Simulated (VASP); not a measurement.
Input of a VASP 6.6.1 run:

The input INCAR:

```
SYSTEM = Ge4S
PREC = Accurate
ENCUT = 520
EDIFF = 1E-7
ISMEAR = 0
SIGMA = 0.1
LREAL = .FALSE.
LASPH = .TRUE.
NELM = 100
ALGO = Fast
ISIF = 2
LWAVE = .FALSE.
LCHARG = .FALSE.
LDIPOL = .TRUE.
IDIPOL = 3
DIPOL = 0.5 0.5 0.348
GGA = PE
IBRION = 2
NSW = 36
EDIFFG = -0.025
```

Contents of KPOINTS:

```
regular mesh
0
G
  7 7 1
  0 0 0
```

POSCAR

```
Ge4S
1.0
    4.0740542171      0.0000000000      0.0000000000
    0.0000000000      4.0740542171      0.0000000000
    0.0000000000      0.0000000000     19.8557569412
Ge S
4 1
Selective dynamics
Direct
    0.0000000000      0.5000000000      0.2014529092  F F F
    0.0000000000      0.0000000000      0.2739958843  F F F
    0.5000000000      0.0000000000      0.3493666172  F F F
    0.5000000000      0.5000000000      0.4208228861  F F F
    0.5000000000      0.8750000000      0.4943330990  F F T
```

Potentials or basis: VASP PAW PBE potentials, release 64 (Ge_d, S).

Command:

```bash
$ cat potpaw_PBE.64/Ge_d/POTCAR potpaw_PBE.64/S/POTCAR > POTCAR
$ mpirun -np 1 vasp_std > vasp.out
```

Q: What does it give for the band gap on the k mesh?

A: Zero (bands 31 and 32 overlap by 0.48 eV).

Q: What does it give for the energy gained by relaxing?

A: 9.8 meV/atom.

Final structure:
```xyz
5
Lattice="4.0741 0.0000 0.0000 0.0000 4.0741 0.0000 0.0000 0.0000 19.8558" Properties=species:S:1:pos:R:3 pbc="T T T"
Ge    0.0000    2.0370    4.0000
Ge    0.0000    0.0000    5.4404
Ge    2.0370    0.0000    6.9369
Ge    2.0370    2.0370    8.3558
S     2.0370    3.5648    9.9131
```
